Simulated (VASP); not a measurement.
**Si: relaxation of cell and atoms with revPBE+D3(BJ)**

The system is Si.

```
Si
1.0
     3.83132    0.00000    0.00000
    -1.91566    3.31802    0.00000
     0.00000    0.00000    6.33262
Si
4
Direct
  0.66667 0.33333 0.93699
  0.33333 0.66667 0.43699
  0.66667 0.33333 0.56301
  0.33333 0.66667 0.06301
```

```
Program                : VASP 6.6.1
Task                   : relaxation of cell and atoms
Functional             : revPBE
Dispersion             : D3(BJ)
Potentials or basis    : VASP PAW PBE potentials, release 64 (Si)
Cutoff                 : 600 eV
k mesh                 : 8 × 8 × 4
Occupations            : fermi-dirac, width 0.05 eV
Spin                   : no spin polarisation
Dipole correction      : no
Further INCAR settings : ALGO = Normal; EDIFF = 1e-07; IBRION = 2; EDIFFG = -0.01; NSW = 60; ISIF = 3
```

The relaxed volume is 19.58 Å³/atom and the relaxed cell is a = 3.796 Å, b = 3.796 Å, c = 6.277 Å, α = 90.00°, β = 90.00°, γ = 120.00°. The space group after relaxing (to 0.05 Å) is P6_3/mmc (No. 194). The energy gained by relaxing is 4.4 meV/atom, the ionic steps are 5 and the pressure after relaxing is 0.0 GPa. The band gap on the k mesh is 0.39 eV, indirect (least direct gap 1.15 eV) and the dispersion energy per atom is -0.627 eV.

Stress tensor (GPa, compression positive):
```
-0.07  0.00  0.00
 0.00 -0.07  0.00
 0.00  0.00  0.02
```

The path:
| step | energy change (eV) | largest force (eV/Å) | pressure (GPa) | volume (Å³) |
| --- | --- | --- | --- | --- |
| 1 | 0.0000 | 0.0019 | -2.45 | 80.50 |
| 2 | -0.0109 | 0.0248 | 1.67 | 76.96 |
| 3 | -0.0176 | 0.0160 | 0.01 | 78.28 |
| 4 | -0.0176 | 0.0157 | -0.04 | 78.32 |
| 5 | -0.0176 | 0.0006 | -0.04 | 78.32 |

Final structure:
```yaml
crystal:
  lattice:
    - [3.79568, 0.00000, 0.00000]
    - [-1.89784, 3.28716, 0.00000]
    - [0.00000, 0.00000, 6.27683]
  atoms:
    - { symbol: Si, position: [0.66667, 0.33333, 0.93687] }
    - { symbol: Si, position: [0.33333, 0.66667, 0.43687] }
    - { symbol: Si, position: [0.66667, 0.33333, 0.56313] }
    - { symbol: Si, position: [0.33333, 0.66667, 0.06313] }
```

Levels at points of the mesh, in eV from the valence-band top:
| k point | band 5 | band 6 | band 7 | band 8 | band 9 | band 10 | band 11 | band 12 |
| --- | --- | --- | --- | --- | --- | --- | --- | --- |
| (0.00, 0.00, 0.00) | -1.56 | -0.38 | 0.00 | 0.00 | 1.15 | 1.98 | 1.98 | 2.38 |
| (0.50, 0.00, 0.00) | -4.79 | -3.14 | -3.09 | -1.48 | 0.39 | 2.40 | 2.98 | 3.08 |
| (0.00, 0.00, 0.50) | -0.95 | -0.95 | -0.95 | -0.95 | 1.93 | 1.93 | 2.97 | 2.97 |
| (0.50, 0.00, 0.50) | -2.52 | -2.52 | -2.49 | -2.49 | 0.96 | 0.96 | 1.62 | 1.62 |

Run time: 110 s on 1 thread of AMD EPYC 7R43 64-Core Processor (Zen 3) (shared host), peak memory 0.2 GiB.

Caveat: the PAW data sets were made with another functional, which shifts forces and pressure a little. A k mesh can miss the band edges.
